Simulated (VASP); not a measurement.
**Pt: single point with r2SCAN**

The system is Pt.

```
Pt
1.0
    -1.56949    1.62442    1.56949
     1.56949   -1.62442    1.56949
     1.56949    1.62442   -1.56949
Pt
1
Direct
  0.00000 0.00000 0.00000
```

This cell differs from its parent crystal: strain +0.0350 x Voigt [0, 1, 0, 0, 0, 0].

- Program: VASP 6.6.1
- Task: single point
- Functional: r2SCAN
- Potentials or basis: VASP PAW PBE potentials, release 64 (Pt)
- Cutoff: 520 eV
- k mesh: 26 × 26 × 26
- Occupations: gaussian, width 0.15 eV
- Spin: no spin polarisation
- Dipole correction: no
- Further INCAR settings: ALGO = Normal; EDIFF = 1e-07; NBANDS = 11

The pressure is -7.6 GPa and the band gap on the k mesh is zero (bands 5 and 6 overlap by 2.30 eV).

Stress tensor (GPa, compression positive):
```
-8.39  0.00  0.00
 0.00 -5.92  0.00
 0.00  0.00 -8.39
```

Levels at points of the mesh, in eV from the Fermi level:
```
           k point  band 1  band 2  band 3  band 4  band 5  band 6  band 7  band 8  band 9  band 10
(0.00, 0.00, 0.00)   -9.62   -3.64   -3.64   -3.36   -1.29   -0.95   17.63   18.31   18.31    27.36
(0.50, 0.00, 0.00)   -6.68   -4.88   -1.46   -0.80    0.41    1.01    6.38   14.19   16.77    24.80
(0.00, 0.50, 0.00)   -6.64   -5.20   -1.04   -0.69    0.62    1.09    6.69   13.78   15.91    25.02
(0.50, 0.50, 0.50)   -6.20   -6.18    0.45    0.56    0.56    7.35    8.42    8.42   13.17    19.33
```

Run time: 15 min on 1 thread of Intel Xeon 8259CL, on a shared host, peak memory 0.33 GiB.

Caveat: the cell differs from its parent crystal (strain +0.0350 x Voigt [0, 1, 0, 0, 0, 0]); the cell stands under tension; the PAW data sets were made with another functional, which shifts forces and pressure a little; spin-orbit coupling is left out, which moves the levels of the heavy elements.
